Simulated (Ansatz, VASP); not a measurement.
MnO: VASP beside Ansatz

```
CELL_PARAMETERS angstrom
0.00000 2.40015 2.40015
2.40015 0.00000 2.40015
2.40015 2.40015 0.00000
ATOMIC_POSITIONS crystal
Mn 0.00000 0.00000 0.00000
O 0.25000 0.25000 0.25000
```

Alike in both runs: functional PBE; k mesh 14 × 14 × 14; occupations fermi-dirac, width 0.05 eV; collinear spin.

Ansatz relaxed the structure, and its values are those at the end. VASP's run is a single point on that final structure, the one shown.

|  | VASP | Ansatz |
| --- | --- | --- |
| version | VASP 6.6.1 | Ansatz 0.2.0 |
| potentials or method | VASP PAW PBE potentials, release 64 (Mn_pv, O) | PAW with Ansatz's default frozen-core files, scalar-relativistic |
| plane-wave cutoff (eV) | 520 | 420 |
| valence electrons in the cell | 19 | 21 |

|  | VASP | Ansatz | Ansatz less VASP |
| --- | --- | --- | --- |
| pressure (GPa) | 0.3 | 0.0 | -0.33 |
| net moment per atom (μB) | 2.50 | 2.50 | 0.000 |
| size of the moment on the site where the two differ most (μB) | 4.42 | 3.98 | -0.447 |

Site moments also hang on the region over which each program counts them. VASP's potentials hold 19 valence electrons a cell and Ansatz's 21, so a difference there can come from the potentials and not from the codes.
